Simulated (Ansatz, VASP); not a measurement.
# Two plane-wave programs on As

File INCAR:

```
SYSTEM = As
PREC     = Accurate       ! precision mode
ENCUT    = 520            ! plane-wave cutoff, eV
EDIFF    = 1E-6           ! SCF threshold, eV
ISMEAR   = 0              ! smearing method
SIGMA    = 0.02           ! smearing width, eV
LREAL    = .FALSE.        ! projectors in reciprocal space
LASPH    = .TRUE.         ! aspherical terms in the spheres
NELM     = 80             ! most SCF steps
ALGO     = Normal         ! electronic algorithm
ISIF     = 2              ! what is computed and relaxed
LWAVE    = .FALSE.        ! write WAVECAR
LCHARG   = .TRUE.         ! write CHGCAR
LDIPOL   = .TRUE.       
IDIPOL   = 3            
DIPOL    = 0.5 0.5 0.500
GGA      = PE             ! functional
LELF     = .TRUE.         ! ELF
LVHAR    = .TRUE.       
LVACPOTAV= .TRUE.       
NBANDS   = 12             ! bands
```

Contents of KPOINTS:

```
regular mesh
0
G
  9 9 1
  0 0 0
```

The input POSCAR:

```
As
1.0
    3.6700000000      0.0000000000      0.0000000000
   -1.8350000000      3.1783132319      0.0000000000
    0.0000000000      0.0000000000     28.0000000000
As
2
Direct
    0.3333333333      0.6666666667      0.5000000000
    0.6666666667      0.3333333333      0.5000000000
```

Input for Ansatz:

```yaml
crystal:
  lattice:
    - [3.67, 0.0, 0.0]
    - [-1.835, 3.1783132319, 0.0]
    - [0.0, 0.0, 28.0]
  atoms:
    - { symbol: As, position: [0.3333333333, 0.6666666667, 0.5] }
    - { symbol: As, position: [0.6666666667, 0.3333333333, 0.5] }
  periodic: [true, true, false]
basis:
  ecutwfc: 420
kpoints:
  mp_grid: { grid: [9, 9, 1] }
hamiltonian:
  xc: pbe
scf:
  occupations: { method: gaussian, width: 0.02 }
output:
  forces: true
  stress: true
  eigenvalues: true
```

Alike in both runs: task single point; functional PBE; k mesh 9 × 9 × 1; occupations gaussian, width 0.02 eV; no spin polarisation.

|  | VASP | Ansatz |
| --- | --- | --- |
| version | VASP 6.6.1 | Ansatz 0.2.0 |
| potentials or method | VASP PAW PBE potentials, release 64 (As), cutoff 520 eV | scalar-relativistic, plane waves, PAW |
| valence electrons in the cell | 10 | 30 |

|  | VASP | Ansatz | Ansatz less VASP |
| --- | --- | --- | --- |
| gap on the k mesh at the Fermi level (eV) | none | none | - |
| work function, face that differs most (eV) | 4.07 | 4.09 | +0.011 |

A gap of «none» marks a metal or a gap that the smearing closes. With one functional, cell and mesh, what is left measures potentials, basis and numerics. VASP's potentials hold 10 valence electrons a cell and Ansatz's 30, so a difference there can come from the potentials and not from the codes.
